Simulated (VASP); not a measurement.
Runs of VASP 6.6.1 on CdTe. The structure is that of space group F-43m (No. 216), or close to it. The cells are those of the table. 

```csv
task,level,spin,cell,k mesh,cutoff (eV),smearing,ions in elastic constants,grid for exact exchange (PRECFOCK),gap on the mesh (eV),pressure (GPa),moment (μB),relaxed volume (Å³/atom)
single point,PBE+D3(BJ),off,"a = 4.408 Å, angles 60.0°, 2 atoms",7 × 7 × 7,520,gaussian 0.1 eV,-,-,(a),(d),-,-
single point,PBE,off,"a = 4.533 Å, angles 60.0°, 2 atoms",4 × 4 × 4,500,gaussian 0.01 eV,-,-,0.86,4.6,-,-
single point,RPBE+D3(BJ),off,"a = 4.592 Å, angles 60.0°, 2 atoms",7 × 7 × 7,520,fermi-dirac 0.05 eV,-,-,0.90,-4.3,-,-
relaxation of cell and atoms,BLYP+D4,off,"relaxed from a = 4.533 Å, angles 60.0°, 2 atoms",7 × 7 × 7,600,fermi-dirac 0.05 eV,-,-,0.59,0.0,-,(c)
single point,PBE,"non-collinear, zero start, SOC","a = 4.533 Å, angles 60.0°, 2 atoms",5 × 5 × 5,520,fermi-dirac 0.05 eV,-,-,-,4.5,0.00,-
single point,r2SCANh+D4,"collinear, zero start","a = 4.533 Å, angles 60.0°, 2 atoms",4 × 4 × 4,520,gaussian 0.02 eV,-,Normal,1.89,2.6,0.00,-
relaxation of cell and atoms,revPBE,off,"relaxed from a = 4.533 Å, angles 60.0°, 2 atoms",7 × 7 × 7,600,fermi-dirac 0.05 eV,-,-,0.59,0.0,-,(b)
```

Alike in all rows: potentials or basis VASP PAW PBE potentials, release 64 (Te, Cd).

Task: Fill in the values left out.

Result: (a) 1.14; (b) 37.50; (c) 35.35; (d) 7.5.

Caveats: some runs use coarse meshes; spin-orbit coupling is left out, which moves the levels of the heavy elements (some runs); the PAW data sets were made with another functional, which shifts forces and pressure a little (some runs); the volume moved by +14 % from the deposited cell, more than functionals usually miss (some runs).

A k mesh can miss the band edges, and rows without SOC leave out spin-orbit coupling on Cd, Te.
